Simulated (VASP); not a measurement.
## SiSn7: single point with PBE

Crystal: SiSn7.

```xyz
8
Lattice="6.6331 0.0000 0.0000 0.0000 6.6331 0.0000 0.0000 0.0000 6.6331" Properties=species:S:1:pos:R:3 pbc="T T T"
Si    0.0000    0.0000    0.0000
Sn    0.0000    3.3165    3.3165
Sn    1.5846    5.0484    5.0484
Sn    3.3165    0.0000    3.3165
Sn    5.0484    1.5846    5.0484
Sn    5.0484    5.0484    1.5846
Sn    3.3165    3.3165    0.0000
Sn    1.5846    1.5846    1.5846
```

* Program: VASP 6.6.1
* Task: single point
* Functional: PBE
* Potentials or basis: VASP PAW PBE potentials, release 64 (Si, Sn_d)
* Cutoff: 500 eV
* k mesh: 6 × 6 × 6
* Occupations: gaussian, width 0.1 eV
* Spin: no spin polarisation

| Quantity | Value |
| --- | --- |
| Pressure | -2.0 GPa |
| Largest force | 0.017 eV/Å |
| Band gap on the k mesh | zero (bands 51 and 52 overlap by 0.39 eV) |

Forces in eV/Å, atoms in the order of the input:
```
Si   0.000  0.000  0.000
Sn   0.000  0.000  0.000
Sn  -0.010  0.010  0.010
Sn   0.000  0.000  0.000
Sn   0.010 -0.010  0.010
Sn   0.010  0.010 -0.010
Sn   0.000  0.000  0.000
Sn  -0.010 -0.010 -0.010
```

Levels at points of the mesh, in eV from the Fermi level:
```tsv
k point	band 47	band 48	band 49	band 50	band 51	band 52	band 53	band 54	band 55	band 56
(0.00, 0.00, 0.00)	-2.04	-2.04	-1.21	0.11	0.11	0.11	0.76	0.76	0.93	0.93
(0.50, 0.00, 0.00)	-2.60	-1.53	-1.53	-1.15	-1.15	1.00	1.16	1.93	2.03	3.05
(0.50, 0.50, 0.00)	-2.46	-1.19	-1.19	-0.96	-0.66	1.16	1.28	1.65	1.65	3.47
(0.50, 0.50, 0.50)	-0.83	-0.83	-0.83	-0.65	-0.65	-0.28	-0.09	-0.09	-0.09	2.92
```

Wall time 2.9 min on 1 thread of Oxide Virtual Turin-like Processor (shared host), peak memory 0.43 GiB.

Caveat: semilocal functionals underestimate gaps, and a narrow one can read as zero; spin-orbit coupling is left out, which moves the levels of the heavy elements.
